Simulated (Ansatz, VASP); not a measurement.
## Ir in VASP and in Ansatz

INCAR

```
SYSTEM = Ir
PREC = Accurate ; ENCUT = 520
EDIFF = 1E-6 ; ISMEAR = 0
SIGMA = 0.05 ; LREAL = .FALSE.
LASPH = .TRUE. ; NELM = 150
ALGO = Normal ; ISIF = 2
LWAVE = .FALSE. ; LCHARG = .FALSE.
MAGMOM = 0 0 0 ; LORBIT = 11
LSORBIT = .TRUE. ; GGA_COMPAT = .FALSE.
LORBMOM = .TRUE. ; LMAXMIX = 4
GGA = PE ; NBANDS = 20
```

Contents of KPOINTS:

```
Automatic mesh
0
G
  18 18 18
  0 0 0
```

POSCAR

```
Ir
1.0
    0.0000000000      1.9156000000      1.9156000000
    1.9156000000      0.0000000000      1.9156000000
    1.9156000000      1.9156000000      0.0000000000
Ir
1
Direct
    0.0000000000      0.0000000000      0.0000000000
```

Input for Ansatz:

```yaml
crystal:
  lattice:
    - [0.0, 1.9156, 1.9156]
    - [1.9156, 0.0, 1.9156]
    - [1.9156, 1.9156, 0.0]
  atoms:
    - { symbol: Ir, position: [0.0, 0.0, 0.0] }
basis:
  ecutwfc: 420
kpoints:
  mp_grid: { grid: [18, 18, 18] }
hamiltonian:
  xc: pbe
scf:
  occupations: { method: gaussian, width: 0.05 }
output:
  forces: true
  eigenvalues: true
  eigenstates:
    nscf_kmesh: { grid: [28, 28, 28] }
    top_band: c12
    de_dk: true
    localisation: false
  stress: true
checkpoint:
  write: ck
  compress: false
  write_wavefunctions: false
  write_every: 100000
magnetization:
  noncollinear: true
  spin_orbit: true
```

Alike in both runs: task single point; functional PBE; k mesh 18 × 18 × 18; occupations gaussian, width 0.05 eV; non-collinear spin, spin-orbit coupling.

|  | VASP | Ansatz |
| --- | --- | --- |
| version | VASP 6.6.1 | Ansatz 0.2.0 |
| potentials or method | VASP PAW PBE potentials, release 64 (Ir), cutoff 520 eV | plane waves, PAW |
| valence electrons in the cell | 9 | 17 |

```csv
,VASP,Ansatz,Ansatz less VASP
pressure (GPa),13.2,12.1,-1.05
net moment per atom (μB),0.00,0.00,0.000
```

VASP's potentials hold 9 valence electrons a cell and Ansatz's 17, so a difference there can come from the potentials and not from the codes.
